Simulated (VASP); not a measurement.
# Fe (Im-3m) in VASP: settings compared

The runs below take Fe through single point, with PBE+D3(BJ), PBE.

Everything below comes from runs of VASP 6.6.1. Logs are shortened: lines on timing, memory, paths and dates and some standing lists are left out, and cuts for length are marked.

### 1 The cell of the first run

The structure is cubic, space group Im-3m (No. 229). The conventional cell has a = 2.803 Å, b = 2.803 Å, c = 2.803 Å, α = 90.00°, β = 90.00°, γ = 90.00°. Fe (site symmetry m-3m) has 14 Fe at 2.43 to 2.80 Å within 3.2 Å.

### 2 Single point, PBE+D3(BJ), collinear spin, ferromagnetic start

Input file INCAR:

```
SYSTEM = Fe
PREC     = Accurate       ! precision mode
ENCUT    = 520            ! plane-wave cutoff, eV
EDIFF    = 1E-6           ! SCF threshold, eV
ISMEAR   = -1             ! smearing method
SIGMA    = 0.05           ! smearing width, eV
LREAL    = .FALSE.        ! projectors in reciprocal space
LASPH    = .TRUE.         ! aspherical terms in the spheres
NELM     = 150            ! most SCF steps
ALGO     = Normal         ! electronic algorithm
ISIF     = 2              ! what is computed and relaxed
LWAVE    = .FALSE.        ! write WAVECAR
LCHARG   = .FALSE.        ! write CHGCAR
ISPIN    = 2              ! spin polarisation
MAGMOM   = 3              ! initial moments
LORBIT   = 11             ! projections on sites
LMAXMIX  = 4              ! l up to which the mixer works
GGA      = PE             ! functional
IVDW     = 12             ! dispersion correction
NBANDS   = 14             ! bands
```

Input file KPOINTS:

```
Automatic mesh
0
G
  13 13 13
  0 0 0
```

Input file POSCAR:

```
Fe
1.0
   -1.4014972494      1.4014972494      1.4014972494
    1.4014972494     -1.4014972494      1.4014972494
    1.4014972494      1.4014972494     -1.4014972494
Fe
1
Direct
    0.0000000000      0.0000000000      0.0000000000
```

Potentials or basis: VASP PAW PBE potentials, release 64 (Fe).

The run is started by

```sh
$ cat potpaw_PBE.64/Fe/POTCAR > POTCAR
$ mpirun -np 1 vasp_std > vasp.out
```

OUTCAR:

```text
SYSTEM = Fe
   PREC = Accurate
   ENCUT = 520
   EDIFF = 1E-6
   ISMEAR = -1
   LREAL = .FALSE.
   LASPH = .TRUE.
   NELM = 150
   ISIF = 2
   ISPIN = 2
   LORBIT = 11
   GGA = PE
   IVDW = 12
 IVDW          = 12

 ion  position               nearest neighbor table
   1  0.000  0.000  0.000-

  LATTYP: Found a body centered cubic cell.
 ALAT       =     2.8029944988

  Lattice vectors:

 A1 = (  -1.4014972494,   1.4014972494,   1.4014972494)
 A2 = (   1.4014972494,  -1.4014972494,   1.4014972494)
 A3 = (   1.4014972494,   1.4014972494,  -1.4014972494)

Analysis of symmetry for initial positions (statically):
=====================================================================
 Subroutine PRICEL returns:
 Original cell was already a primitive cell.

 Routine SETGRP: Setting up the symmetry group for a
 body centered cubic supercell.

 Subroutine GETGRP returns: Found 48 space group operations
 (whereof 48 operations were pure point group operations)
 out of a pool of 48 trial point group operations.

The static configuration has the point symmetry O_h .

Analysis of symmetry for dynamics (positions and initial velocities):
=====================================================================
 Subroutine PRICEL returns:
 Original cell was already a primitive cell.

 Routine SETGRP: Setting up the symmetry group for a
 body centered cubic supercell.

 Subroutine GETGRP returns: Found 48 space group operations
 (whereof 48 operations were pure point group operations)
 out of a pool of 48 trial point group operations.

The dynamic configuration has the point symmetry O_h .

Analysis of structural, dynamic, and magnetic symmetry:
=====================================================================
 Subroutine PRICEL returns:
 Original cell was already a primitive cell.

 Routine SETGRP: Setting up the symmetry group for a
 body centered cubic supercell.

 Subroutine GETGRP returns: Found 48 space group operations
 (whereof 48 operations were pure point group operations)
 out of a pool of 48 trial point group operations.

The overall configuration has the point symmetry O_h .

 Subroutine INISYM returns: Found 48 space group operations
 (whereof 48 operations are pure point group operations),
 and found     1 'primitive' translations

----------------------------------------------------------------------------------------

                                     Primitive cell

  volume of cell :      11.0113

  direct lattice vectors                    reciprocal lattice vectors
    -1.401497249  1.401497249  1.401497249     0.000000000  0.356761314  0.356761314
     1.401497249 -1.401497249  1.401497249     0.356761314  0.000000000  0.356761314
     1.401497249  1.401497249 -1.401497249     0.356761314  0.356761314  0.000000000

  length of vectors
     2.427464443  2.427464443  2.427464443     0.504536689  0.504536689  0.504536689

  position of ions in fractional coordinates (direct lattice)
     0.000000000  0.000000000  0.000000000

  ion indices of the primitive-cell ions
   primitive index   ion index
                 1           1

----------------------------------------------------------------------------------------

 KPOINTS: Automatic mesh

Automatic generation of k-mesh.
 Grid dimensions read from file:
 generate k-points for:   13   13   13

 Generating k-lattice:

  Cartesian coordinates                     Fractional coordinates (reciprocal lattice)
     0.000000000  0.027443178  0.027443178     0.076923077  0.000000000  0.000000000
     0.027443178  0.000000000  0.027443178     0.000000000  0.076923077  0.000000000
     0.027443178  0.027443178  0.000000000     0.000000000  0.000000000  0.076923077

  Length of vectors
     0.038810515  0.038810515  0.038810515

  Shift w.r.t. Gamma in fractional coordinates (k-lattice)
     0.000000000  0.000000000  0.000000000

 Subroutine IBZKPT returns following result:
 ===========================================

 Found     84 irreducible k-points:

 Following reciprocal coordinates:
            Coordinates               Weight
  0.000000  0.000000  0.000000      1.000000
  0.076923  0.000000  0.000000     12.000000
  0.153846  0.000000  0.000000     12.000000
  0.230769  0.000000  0.000000     12.000000
  0.307692  0.000000  0.000000     12.000000
  0.384615  0.000000  0.000000     12.000000
[... 16 lines left out ...]
  0.153846  0.076923  0.076923     24.000000
  0.230769  0.076923  0.076923     24.000000
 [... further k-points ...]
   k-points           NKPTS =     84   k-points in BZ     NKDIM =     84   number of bands    NBANDS=     14
   number of dos      NEDOS =    301   number of ions     NIONS =      1
   total plane-waves  NPLWV =   5832
   dimension x,y,z NGX =    18 NGY =   18 NGZ =   18
   dimension x,y,z NGXF=    36 NGYF=   36 NGZF=   36
   ions per type =               1
   NGX,Y,Z   is equivalent  to a cutoff of  12.33, 12.33, 12.33 a.u.
   NGXF,Y,Z  is equivalent  to a cutoff of  24.65, 24.65, 24.65 a.u.
 SYSTEM =  Fe
   PREC   = accura    normal or accurate (medium, high low for compatibility)
   ISTART =      0    job   : 0-new  1-cont  2-samecut
   ICHARG =      2    charge: 1-file 2-atom 10-const
   ISPIN  =      2    spin polarized calculation?
   LNONCOLLINEAR =      F non collinear calculations
   LSORBIT =      F    spin-orbit coupling
   LASPH  =      T    aspherical Exc in radial PAW
   ENCUT  =  520.0 eV  38.22 Ry    6.18 a.u.   4.51  4.51  4.51*2*pi/ulx,y,z
   NELM   =    150;   NELMIN=  2; NELMDL= -5     # of ELM steps
   EDIFF  = 0.1E-05   stopping-criterion for ELM
   LREAL  =      F    real-space projection
   EDIFFG = 0.1E-04   stopping-criterion for IOM
   NSW    =      0    number of steps for IOM
   IBRION =     -1    ionic relax: 0-MD 1-quasi-New 2-CG
   NFREE  =      0    steps in history (QN), initial steepest desc. (CG)
   ISIF   =      2    stress and relaxation
   ISYM   =      2    0-nonsym 1-usesym 2-fastsym
   POTIM  = 0.5000    time-step for ionic-motion
   TEBEG  =    0.0;   TEEND  =   0.0 temperature during run
   PSTRESS=    0.0 pullay stress
   NELECT =       8.0000    total number of electrons
   NUPDOWN=      -1.0000    fix difference up-down
   EMIN   =  10.00;   EMAX   =-10.00  energy-range for DOS
   EFERMI =   0.00;   METHOD = LEGACY
   ISMEAR =    -1;   SIGMA  =   0.05  broadening in eV -4-tet -1-fermi 0-gaus
   EFERMI_NEDOS =   21; number of points for ismear=-14 and -15
   IALGO  =     38    algorithm
   IMIX   =      4    mixing-type and parameters
     AMIX     =   0.40;   BMIX     =  1.00
     AMIX_MAG =   1.60;   BMIX_MAG =  1.00
  volume/ion in A,a.u.               =      11.01        74.31
  Fermi-wavevector in a.u.,A,eV,Ry     =   1.471722  2.781152 29.469769  2.165967
  Thomas-Fermi vector in A             =   2.586824
   LORBIT       =     11    0 simple, 1 ext, 2 COOP (PROOUT), +10 PAW based schemes
   GGA     = PE    functional components
   LHFCALC =     F    Hartree Fock is set to
   AEXX    =    0.0000 exact exchange contribution
   IVDW    =    12    specifies the selected vdW correction
   LEPSILON=     F    determine dielectric tensor
   LRPA    =     F    only Hartree local field effects (RPA)
 spin polarized calculation
  energy-cutoff  :      520.00
  volume of cell :       11.01
 maximum number of plane-waves:       321
 NGX is ok and might be reduce to    18
   NGX =  9   NGY =  9   NGZ =  9

 number of electron       8.0000006 magnetization       2.0928369

 Free energy of the ion-electron system (eV)
  ---------------------------------------------------
  ext. energy  EPLUGINS =         0.00000000
  ---------------------------------------------------
  free energy    TOTEN  =        -8.23989156 eV

  energy without entropy =       -8.23141901  energy(sigma->0) =       -8.23565528

 E-fermi :   6.1851     XC(G=0): -13.2968

 val. band max:        6.1463996631   @ k =  -0.2308   0.3077   0.1538
 cond. band min:       6.1851664459   @ k =  -0.3846   0.4615   0.2308
 fundamental gap:      0.0387667827
 Fermi energy:         6.1851456752

 spin component 1

 k-point     1 :       0.0000    0.0000    0.0000
  band No.  band energies     occupation
      1      -2.4640      1.00000
      2       3.8165      1.00000
      3       3.8165      1.00000
      4       3.8165      1.00000
      5       5.0681      1.00000
      6       5.0681      1.00000
      7      31.4802      0.00000
      8      31.4802      0.00000
      9      31.4802      0.00000
     10      36.7649      0.00000
     11      36.7649      0.00000
     12      39.2691      0.00000
     13      39.2691      0.00000
     14      39.2691      0.00000
[... 375 lines left out ...]
 k-point    24 :       0.2308    0.0769    0.0769
  band No.  band energies     occupation
      1       0.9991      1.00000
      2       2.9427      1.00000
      3       3.3619      1.00000
      4       5.0304      1.00000
      5       5.1839      1.00000
      6       6.3711      0.02369
      7      19.9125      0.00000
      8      23.9537      0.00000
      9      26.0887      0.00000
     10      33.3545      0.00000
     11      37.7121      0.00000
     12      39.8610      0.00000
     13      41.8240      0.00000
     14      45.3456      0.00000

 [... further k-points ...]

 spin component 2

 k-point     1 :       0.0000    0.0000    0.0000
  band No.  band energies     occupation
      1      -2.3001      1.00000
      2       5.6107      0.99999
      3       5.6108      0.99999
      4       5.6109      0.99999
      5       7.7638      0.00000
      6       7.7639      0.00000
      7      31.2421      0.00000
      8      31.2421      0.00000
      9      31.2421      0.00000
     10      36.9837      0.00000
     11      36.9837      0.00000
     12      39.8845      0.00000
     13      39.8846      0.00000
     14      39.8846      0.00000
[... 375 lines left out ...]
 k-point    24 :       0.2308    0.0769    0.0769
  band No.  band energies     occupation
      1       1.4513      1.00000
      2       4.5702      1.00000
      3       4.8463      1.00000
      4       7.5564      0.00000
      5       7.8943      0.00000
      6       8.2142      0.00000
      7      20.6352      0.00000
      8      24.3282      0.00000
      9      26.7617      0.00000
     10      33.3749      0.00000
     11      38.2591      0.00000
     12      40.0996      0.00000
     13      42.1265      0.00000
     14      45.8460      0.00000

 [... further k-points ...]

------------------------ aborting loop because EDIFF is reached ----------------------------------------

 Edisp (eV)   -0.36925

 E8    (eV) :    -0.1650

  FORCE on cell =-STRESS in cart. coord.  units (eV):
  Direction    XX          YY          ZZ          XY          YZ          ZX
  --------------------------------------------------------------------------------------
  -------------------------------------------------------------------------------------
  Total      -0.00996    -0.00996    -0.00996     0.00000    -0.00000     0.00000
  in kB      -1.44891    -1.44891    -1.44891     0.00000    -0.00000     0.00000
  external pressure =       -1.45 kB  Pullay stress =        0.00 kB

 VOLUME and BASIS-vectors are now :
 -----------------------------------------------------------------------------
  energy-cutoff  :      520.00
  volume of cell :       11.01
      direct lattice vectors                 reciprocal lattice vectors
    -1.401497249  1.401497249  1.401497249     0.000000000  0.356761314  0.356761314
     1.401497249 -1.401497249  1.401497249     0.356761314  0.000000000  0.356761314
     1.401497249  1.401497249 -1.401497249     0.356761314  0.356761314  0.000000000

 POSITION                                       TOTAL-FORCE (eV/Angst)
 -----------------------------------------------------------------------------------
      0.00000      0.00000      0.00000         0.000000      0.000000     -0.000000
 -----------------------------------------------------------------------------------
    total drift:                                0.000000     -0.000000      0.000000

  FREE ENERGIE OF THE ION-ELECTRON SYSTEM (eV)
  ---------------------------------------------------
  free  energy   TOTEN  =        -8.6091454514 eV

  energy  without entropy=       -8.6006728963  energy(sigma->0) =       -8.60490917

 total charge

# of ion       s       p       d       tot
------------------------------------------
    1        0.501   0.569   6.265   7.335

 magnetization (x)

# of ion       s       p       d       tot
------------------------------------------
    1       -0.013  -0.057   2.157   2.087
```

Run time: 40 s. Hardware: 1 thread of Intel Xeon 8259CL, shared host; peak memory 0.15 GiB.

What came out:

```yaml
Free_energy: -8.6091 eV
Pressure: -0.1 GPa
Net_moment: 2.09 μB per cell
Site_moments: Fe +2.09 μB
Valence_electrons_inside_the_program's_atomic_spheres: Fe 7.33
Dispersion_energy_per_atom: -0.369 eV
```

(Continued in part 2 of 2.)
